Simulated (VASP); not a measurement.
Wanted: the native input for a VASP 6.6.1 run.

| Property | Result |
| --- | --- |
| Task | single point |
| Functional | PBEsol |
| Potentials or basis | VASP PAW PBE potentials, release 64 (Ge_d, N) |
| Cutoff | 520 eV |
| k mesh | 9 × 9 × 1 |
| Occupations | gaussian, width 0.1 eV |
| Spin | no spin polarisation |
| Dipole correction | yes |
| Further INCAR settings | ALGO = Normal; EDIFF = 1e-07; NBANDS = 72 |

The structure of Ge4N lies in POSCAR:

```
Ge4N
1.0
    3.9969678639      0.0000000000      0.0000000000
   -1.9984839319      3.4614757082      0.0000000000
    0.0000000000      0.0000000000     30.8245268541
Ge N
8 2
Direct
    0.3333333333      0.6666666667      0.2757544354
    0.6666666667      0.3333333333      0.3026803687
    0.6666666667      0.3333333333      0.3827530791
    0.3333333333      0.6666666667      0.4096790125
    0.3333333333      0.6666666667      0.4892719716
    0.6666666667      0.3333333333      0.5167232161
    0.6666666667      0.3333333333      0.5978730856
    0.3333333333      0.6666666667      0.6236502774
    0.3333333333      0.6666666667      0.7658980786
    0.3333333333      0.6666666667      0.8015903148
```

One way to write it, as run:

INCAR

```
PREC     = Accurate       # precision mode
ENCUT    = 520            # plane-wave cutoff, eV
EDIFF    = 1E-7           # SCF threshold, eV
ISMEAR   = 0              # smearing method
SIGMA    = 0.1            # smearing width, eV
LREAL    = F              # projectors in reciprocal space
LASPH    = T              # aspherical terms in the spheres
NELM     = 80             # most SCF steps
ALGO     = Normal         # electronic algorithm
ISIF     = 2              # what is computed and relaxed
LWAVE    = F              # write WAVECAR
LCHARG   = T              # write CHGCAR
LDIPOL   = T            
IDIPOL   = 3            
DIPOL    = 0.5 0.5 0.517
GGA      = PS             # functional
LELF     = T              # ELF
LVHAR    = T            
LVACPOTAV= T            
NBANDS   = 72             # bands
```

KPOINTS

```
Automatic mesh
0
Gamma
  9 9 1
```

Potentials or basis: VASP PAW PBE potentials, release 64 (Ge_d, N).

Run with:

```bash
$ cat potpaw_PBE.64/Ge_d/POTCAR potpaw_PBE.64/N/POTCAR > POTCAR
$ mpirun -np 1 vasp_std > vasp.out
```

It gave:

```json
{
 "Largest force": "1.868 eV/Å",
 "Band gap on the k mesh": "zero (bands 61 and 62 overlap by 0.53 eV)"
}
```

Caveat: the standard files for N, O and F lose accuracy on very short bonds; the PAW data sets were made with another functional, which shifts forces and pressure a little.

It took 21 min on 1 thread of AMD EPYC 7R43 64-Core Processor (Zen 3) (shared host), peak memory 0.59 GiB.
